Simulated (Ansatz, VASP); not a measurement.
Given: the input of a run of Ansatz 0.2.0 on TiAl3.

File input.yaml:

```yaml
crystal:
  lattice:
    - [2.8685069473, 0.0, 0.0]
    - [0.0, 4.7287907413, 0.0]
    - [0.0, 0.0, 4.80272716]
  atoms:
    - { symbol: Ti, position: [0.0, 0.5, 0.165916] }
    - { symbol: Al, position: [0.0, 0.0, 0.8359] }
    - { symbol: Al, position: [0.5, 0.0, 0.330912] }
    - { symbol: Al, position: [0.5, 0.5, 0.667271] }
kpoints:
  mp_grid: { grid: [9, 6, 6] }
scf:
  occupations: { method: fermi_dirac, width: 0.05 }
hamiltonian:
  xc: pbesol
  pseudopotentials: { kind: all_electron, lapw: { basis_error: 0.002 } }
output:
  forces: true
  stress: true
  eigenvalues: true
```

Potentials or basis: all-electron LAPW, scalar-relativistic.

Launch:

```console
$ ansatz run input.yaml --threads 2 --pin off --max-ram 8192MiB --backend cpu --events-out ev --progress --plain --runs-dir out
```

Translate it to VASP 6.6.1. Potentials there: VASP PAW PBE potentials, release 64 (Ti_sv, Al).

As run (the cutoff follows the program's own potentials):

The input INCAR:

```
PREC     = Accurate       # precision mode
ENCUT    = 520            # plane-wave cutoff, eV
EDIFF    = 1E-6           # SCF threshold, eV
ISMEAR   = -1             # smearing method
SIGMA    = 0.05           # smearing width, eV
LREAL    = F              # projectors in reciprocal space
LASPH    = T              # aspherical terms in the spheres
NELM     = 80             # most SCF steps
ALGO     = Fast           # electronic algorithm
ISIF     = 2              # what is computed and relaxed
LWAVE    = F              # write WAVECAR
LCHARG   = F              # write CHGCAR
GGA      = PS             # functional
NBANDS   = 18             # bands
```

The input KPOINTS:

```
Automatic mesh
0
Gamma
  9 6 6
```

The input POSCAR:

```
TiAl3
1.0
    2.8685069473      0.0000000000      0.0000000000
    0.0000000000      4.7287907413      0.0000000000
    0.0000000000      0.0000000000      4.8027271600
Ti Al
1 3
Direct
    0.0000000000      0.5000000000      0.1659160000
    0.0000000000      0.0000000000      0.8359000000
    0.5000000000      0.0000000000      0.3309120000
    0.5000000000      0.5000000000      0.6672710000
```

Potentials or basis: VASP PAW PBE potentials, release 64 (Ti_sv, Al).

Launch:

```bash
$ cat potpaw_PBE.64/Ti_sv/POTCAR potpaw_PBE.64/Al/POTCAR > POTCAR
$ mpirun -np 1 vasp_std > vasp.out
```

Both were run:

|  | VASP | Ansatz | Ansatz less VASP |
| --- | --- | --- | --- |
| gap on the k mesh at the Fermi level (eV) | none | none | - |
| pressure (GPa) | -2.1 | -2.2 | -0.08 |
| traceless stress, the component that is largest in VASP (GPa) | 3.69 | 3.67 | -0.018 |
| rms of the force components (eV/Å) | 0.011 | 0.012 | +0.0005 |

VASP's potentials were made for PBE, not for PBEsol. Atom by atom the forces differ by 0.001 eV/Å (rms over components). A gap of «none» marks a metal or a gap that the smearing closes. Ansatz ran all-electron here, and VASP with PAW potentials.
